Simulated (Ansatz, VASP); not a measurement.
P in VASP and in Ansatz

```xyz
1
Lattice="0.0000 1.4634 1.4634 1.4634 0.0000 1.4634 1.4634 1.4634 0.0000" Properties=species:S:1:pos:R:3 pbc="T T T"
P     0.0000    0.0000    0.0000
```

Change from the starting cell: volume scaled by 0.45, PAW files.

Alike in both runs: task single point; functional PBEsol; k mesh 17 × 17 × 17; occupations fermi-dirac, width 0.1 eV; no spin polarisation.

|  | VASP | Ansatz |
| --- | --- | --- |
| version | VASP 6.6.1 | Ansatz 0.2.0 |
| potentials or method | VASP PAW PBE potentials, release 64 (P) | PAW with Ansatz's default frozen-core files, scalar-relativistic |
| plane-wave cutoff (eV) | 520 | 420 |
| valence electrons in the cell | 5 | 5 |

```csv
,VASP,Ansatz,Ansatz less VASP
pressure (GPa),392.2,393.8,+1.62
```

VASP's potentials were made for PBE, not for PBEsol. Both programs put the cell under a high pressure, so it lies far from rest at this level. With one functional, cell and mesh, what is left measures potentials, basis and numerics.

Noted on VASP's run: the cell as given lies far from equilibrium.
